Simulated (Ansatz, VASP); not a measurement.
## GeSb2Te4 in VASP and in Ansatz

```
Ge Sb Te
1.0
    12.23830    0.00000    0.00000
     0.00000   12.23830    0.00000
    -6.11915   -6.11915   12.10283
Ge Sb Te
8 16 32
Direct
  0.00000 0.00000 0.00000
  0.00000 0.00000 0.50000
  0.50000 0.00000 0.50000
  0.50000 0.00000 0.00000
  0.00000 0.50000 0.50000
  0.00000 0.50000 0.00000
  0.50000 0.50000 0.00000
  0.50000 0.50000 0.50000
  0.25000 0.25000 0.50000
  0.25000 0.25000 0.00000
  0.75000 0.25000 0.00000
  0.75000 0.25000 0.50000
  0.25000 0.75000 0.00000
  0.25000 0.75000 0.50000
  0.75000 0.75000 0.50000
  0.75000 0.75000 0.00000
  0.37500 0.12500 0.25000
  0.37500 0.12500 0.75000
  0.87500 0.12500 0.75000
  0.87500 0.12500 0.25000
  0.37500 0.62500 0.75000
  0.37500 0.62500 0.25000
  0.87500 0.62500 0.25000
  0.87500 0.62500 0.75000
  0.00081 0.25081 0.00162
  0.00081 0.25081 0.50162
  0.50081 0.25081 0.50162
  0.50081 0.25081 0.00162
  0.00081 0.75081 0.50162
  0.00081 0.75081 0.00162
  0.50081 0.75081 0.00162
  0.50081 0.75081 0.50162
  0.12408 0.12408 0.24816
  0.12408 0.12408 0.74816
  0.62408 0.12408 0.74816
  0.62408 0.12408 0.24816
  0.12408 0.62408 0.74816
  0.12408 0.62408 0.24816
  0.62408 0.62408 0.24816
  0.62408 0.62408 0.74816
  0.24919 0.49919 0.49838
  0.24919 0.49919 0.99838
  0.74919 0.49919 0.99838
  0.74919 0.49919 0.49838
  0.24919 0.99919 0.99838
  0.24919 0.99919 0.49838
  0.74919 0.99919 0.49838
  0.74919 0.99919 0.99838
  0.37592 0.37592 0.75184
  0.37592 0.37592 0.25184
  0.87592 0.37592 0.25184
  0.87592 0.37592 0.75184
  0.37592 0.87592 0.25184
  0.37592 0.87592 0.75184
  0.87592 0.87592 0.75184
  0.87592 0.87592 0.25184
```

Alike in both runs: task single point; functional PBE; k mesh 1 × 1 × 1; occupations gaussian, width 0.05 eV; no spin polarisation.

|  | VASP | Ansatz |
| --- | --- | --- |
| version | VASP 6.6.1 | Ansatz 0.2.0 |
| potentials or method | VASP PAW PBE potentials, release 64 (Ge_d, Sb, Te), cutoff 520 eV | scalar-relativistic, plane waves, PAW |
| valence electrons in the cell | 384 | 864 |

|  | VASP | Ansatz | Ansatz less VASP |
| --- | --- | --- | --- |
| gap on the k mesh at the Fermi level (eV) | 0.02 | 0.02 | +0.001 |
| rms of the force components (eV/Å) | 0.087 | 0.085 | -0.0026 |

Atom by atom the forces differ by 0.004 eV/Å (rms over components). VASP's potentials hold 384 valence electrons a cell and Ansatz's 864, so a difference there can come from the potentials and not from the codes.

The k mesh is coarse, so the values compare programs but aren't converged. Spin-orbit coupling is off throughout.
